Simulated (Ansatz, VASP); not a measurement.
## Two plane-wave programs on HgTe

```
Hg Te
1.0
     0.00000    3.09456    3.48138
     3.09456    0.00000    3.48138
     3.09456    3.09456    0.00000
Hg Te
1 1
Direct
  0.00000 0.00000 0.00000
  0.75000 0.75000 0.75000
```

Change from the starting cell: strain -0.040 along x and y, +0.080 along z, atoms carried along.

Alike in both runs: task single point; functional PBEsol; k mesh 14 × 14 × 14; occupations gaussian, width 0.15 eV; no spin polarisation.

```csv
,VASP,Ansatz
version,VASP 6.6.1,Ansatz 0.2.0
potentials or method,"VASP PAW PBE potentials, release 64 (Hg, Te), cutoff 520 eV","scalar-relativistic, plane waves, PAW"
valence electrons in the cell,18,36
```

|  | VASP | Ansatz | Ansatz less VASP |
| --- | --- | --- | --- |
| gap on the k mesh at the Fermi level (eV) | none | none | - |
| pressure (GPa) | 1.4 | 1.3 | -0.13 |
| traceless stress, the component that is largest in VASP (GPa) | -1.47 | -1.47 | -0.001 |

VASP's potentials were made for PBE, not for PBEsol. A gap of «none» marks a metal or a gap that the smearing closes. VASP's potentials hold 18 valence electrons a cell and Ansatz's 36, so a difference there can come from the potentials and not from the codes.

Spin-orbit coupling is off throughout.
